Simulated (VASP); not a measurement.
HfO2, 6 atoms in the cell. The typed cell holds 6 atoms: a = 4.814 Å, b = 4.814 Å, c = 3.205 Å, α = 90.00°, β = 90.00°, γ = 90.00°.  This cell differs from its parent crystal: atoms moved at random.

```yaml
Program: VASP 6.6.1
Task: single point
Functional: LDA
Potentials_or_basis: VASP PAW LDA potentials, release 64 (Hf_pv, O)
Cutoff: 520 eV
k_mesh: 6 × 6 × 8
Occupations: gaussian, width 0.05 eV
Spin: no spin polarisation
Dipole_correction: no
Further_INCAR_settings: ALGO = Normal; EDIFF = 1e-06; NBANDS = 31
```

Potentials or basis: VASP PAW LDA potentials, release 64 (Hf_pv, O).

The run is started by

```sh
$ cat potpaw_LDA.64/Hf_pv/POTCAR potpaw_LDA.64/O/POTCAR > POTCAR
$ mpirun -np 1 vasp_std > vasp.out
```

Hardware: 1 thread of Intel(R) Xeon(R) Platinum 8259CL CPU @ 2.50GHz (Skylake/Cascade Lake) (shared host).

**Question.** Estimate the wall time of this run.

**Answer.** It took 5.3 min on 1 thread of Intel(R) Xeon(R) Platinum 8259CL CPU @ 2.50GHz (Skylake/Cascade Lake), on a shared host, peak memory 0.35 GiB. Counts: scf iterations 13, k points 148.
